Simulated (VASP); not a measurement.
A run of VASP 6.6.1 is set up as follows.

INCAR

```
PREC = Accurate ; ENCUT = 520
EDIFF = 1E-6 ; ISMEAR = 0
SIGMA = 0.15 ; LREAL = F
LASPH = T ; NELM = 80
ALGO = Normal ; ISIF = 2
LWAVE = F ; LCHARG = F
GGA = PE ; NBANDS = 8
```

File KPOINTS:

```
regular mesh
0
Gamma
  24 24 24
```

The input POSCAR:

```
Sb
1.0
   -1.6209729544      1.6209729544      2.5653012759
    1.6209729544     -1.6209729544      2.5653012759
    1.6209729544      1.6209729544     -2.5653012759
Sb
1
Direct
    0.0000000000      0.0000000000      0.0000000000
```

Potentials or basis: VASP PAW PBE potentials, release 64 (Sb).

The run is started by

```sh
$ cat potpaw_PBE.64/Sb/POTCAR > POTCAR
$ mpirun -np 1 vasp_std > vasp.out
```

Task: Estimate the band gap on the k mesh.

Result: Zero (an odd number of electrons rules out a gap without spin polarisation).

Task: Predict the pressure.

Result: 1.2 GPa.

Stress tensor (GPa, compression positive):
```
0.83 0.00 0.00
0.00 0.83 0.00
0.00 0.00 1.89
```

Caveat: spin-orbit coupling is left out, which moves the levels of the heavy elements.
